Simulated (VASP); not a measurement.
Wanted: the native input for a VASP 6.6.1 run.

- Task: single point
- Functional: LDA
- Potentials or basis: VASP PAW LDA potentials, release 64 (Co)
- Cutoff: 520 eV
- k mesh: 19 × 19 × 11
- Occupations: fermi-dirac, width 0.08 eV
- Spin: collinear spin, ferromagnetic start
- Starting moments: [1.7, 1.7] μB
- Dipole correction: no
- Further INCAR settings: ALGO = Normal; EDIFF = 1e-06; NBANDS = 20

The structure of Co lies in POSCAR:

```
Co
1.0
    2.4281534881      0.0000000000      0.0000000000
   -1.2140767440      2.1028426050      0.0000000000
    0.0000000000      0.0000000000      3.9188595371
Co
2
Direct
    0.3333333333      0.6666666667      0.2500000000
    0.6666666667      0.3333333333      0.7500000000
```

One way to write it, as run:

INCAR

```
SYSTEM = Co
  PREC = Accurate
  ENCUT = 520
  EDIFF = 1E-6
  ISMEAR = -1
  SIGMA = 0.08
  LREAL = .False.
  LASPH = .True.
  NELM = 150
  ALGO = Normal
  ISIF = 2
  LWAVE = .False.
  LCHARG = .False.
  ISPIN = 2
  MAGMOM = 1.7 1.7
  LORBIT = 11
  LMAXMIX = 4
  NBANDS = 20
```

KPOINTS

```
Automatic mesh
0
Gamma
  19 19 11
  0 0 0
```

Potentials or basis: VASP PAW LDA potentials, release 64 (Co).

Run with:

```console
$ cat potpaw_LDA.64/Co/POTCAR > POTCAR
$ mpirun -np 1 vasp_std > vasp.out
```

Results of the run:

```
Pressure                                              : -1.4 GPa
Net moment                                            : 2.92 μB per cell
Site moments                                          : Co +1.46 μB
Valence electrons inside the program's atomic spheres : Co 8.45
```

It took 3.1 min on 1 thread of Intel Xeon 8259CL, with other jobs on the host, peak memory 0.23 GiB.
